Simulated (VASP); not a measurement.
Wanted: the native input for a VASP 6.6.1 run.

```
Task                   : single point
Functional             : PBE
Potentials or basis    : VASP PAW PBE potentials, release 64 (Sr_sv, Ti_sv, O)
Cutoff                 : 520 eV
k mesh                 : 8 × 8 × 8
Occupations            : gaussian, width 0.05 eV
Spin                   : no spin polarisation
Dipole correction      : no
Further INCAR settings : ALGO = Normal; EDIFF = 1e-06; NBANDS = 28
```

The structure of SrTiO3 lies in POSCAR:

```
SrTiO3
1.0
    3.9364035682      0.0000000000      0.0000000000
    0.0000000000      3.9364035682      0.0000000000
    0.0000000000      0.0000000000      3.9364035682
Sr Ti O
1 1 3
Direct
   -0.0070231707      0.0089566827      0.0134122671
    0.4506416859      0.5380176345      0.5102528497
   -0.0074629023      0.4522234101      0.5149519759
    0.5254758638      0.0171000233      0.4506072147
    0.5383685232      0.4837022494      0.0107756926
```

This cell differs from its parent crystal: atoms moved at random.

The input as run:

INCAR

```
SYSTEM = SrTiO3
PREC     = Accurate       ! precision mode
ENCUT    = 520            ! plane-wave cutoff, eV
EDIFF    = 1E-6           ! SCF threshold, eV
ISMEAR   = 0              ! smearing method
SIGMA    = 0.05           ! smearing width, eV
LREAL    = .FALSE.        ! projectors in reciprocal space
LASPH    = .TRUE.         ! aspherical terms in the spheres
NELM     = 80             ! most SCF steps
ALGO     = Normal         ! electronic algorithm
ISIF     = 2              ! what is computed and relaxed
LWAVE    = .FALSE.        ! write WAVECAR
LCHARG   = .TRUE.         ! write CHGCAR
GGA      = PE             ! functional
LELF     = .TRUE.         ! ELF
LVHAR    = .TRUE.       
NBANDS   = 28             ! bands
```

KPOINTS

```
regular mesh
0
G
  8 8 8
  0 0 0
```

Potentials or basis: VASP PAW PBE potentials, release 64 (Sr_sv, Ti_sv, O).

Command:

```console
$ cat potpaw_PBE.64/Sr_sv/POTCAR potpaw_PBE.64/Ti_sv/POTCAR potpaw_PBE.64/O/POTCAR > POTCAR
$ mpirun -np 1 vasp_std > vasp.out
```

It gave:

The pressure is 1.1 GPa. The largest force is 2.484 eV/Å and the band gap on the k mesh is 2.18 eV (least direct gap 2.75 eV).

Caveat: the cell differs from its parent crystal (atoms moved at random); forces of over 1 eV/Å act on the atoms, so gaps and moduli don't describe the material at rest.

Run time: 11 min on 1 thread of Oxide Virtual Turin-like Processor, on a shared host, peak memory 0.48 GiB.
